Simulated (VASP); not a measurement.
Input of a VASP 6.6.1 run:

INCAR

```
SYSTEM = TiPdSe4
  PREC = Accurate
  ENCUT = 520
  EDIFF = 1E-7
  ISMEAR = 0
  SIGMA = 0.15
  LREAL = .FALSE.
  LASPH = .TRUE.
  NELM = 150
  ALGO = Normal
  ISIF = 2
  LWAVE = .FALSE.
  LCHARG = .FALSE.
  ISPIN = 2
  MAGMOM = 1 0 0 0 0 0
  LORBIT = 11
  LMAXMIX = 4
  GGA = PE
  NBANDS = 36
```

File KPOINTS:

```
Automatic mesh
0
G
  3 3 3
  0 0 0
```

Contents of POSCAR:

```
TiPdSe4
1.0
    6.7222033435      0.0000000000      0.0000000000
   -3.3611016718      5.8215988649      0.0000000000
    0.0000000000      0.0000000000      3.6012591208
Ti Pd Se
1 1 4
Direct
    0.0000000000      0.0000000000      0.0000000000
    0.3333333333      0.6666666667      0.0000000000
    0.6666666667      0.3333333333      0.0000000000
    1.0213906460      0.5106953230      0.5000000000
    0.4893046770      0.5106953230      0.5000000000
    0.4893046770     -0.0213906460      0.5000000000
```

Potentials or basis: VASP PAW PBE potentials, release 64 (Ti_sv, Pd, Se).

Launch:

```console
$ cat potpaw_PBE.64/Ti_sv/POTCAR potpaw_PBE.64/Pd/POTCAR potpaw_PBE.64/Se/POTCAR > POTCAR
$ mpirun -np 1 vasp_std > vasp.out
```

**Question.** Estimate the site moments.

**Answer.** Ti +0.11; Pd -0.03; Se -0.01, -0.02 μB.

**Question.** Estimate the pressure.

**Answer.** -0.5 GPa.

**Question.** Predict the net moment.

**Answer.** 0.09 μB per cell.

Forces on the atoms (eV/Å):
```
Ti   0.000  0.000  0.000
Pd   0.000  0.000  0.000
Se   0.000  0.000  0.000
Se   0.077  0.045  0.000
Se  -0.077  0.045  0.000
Se   0.000 -0.089  0.000
```

Caveat: the k points lie up to 0.58 Å⁻¹ apart.
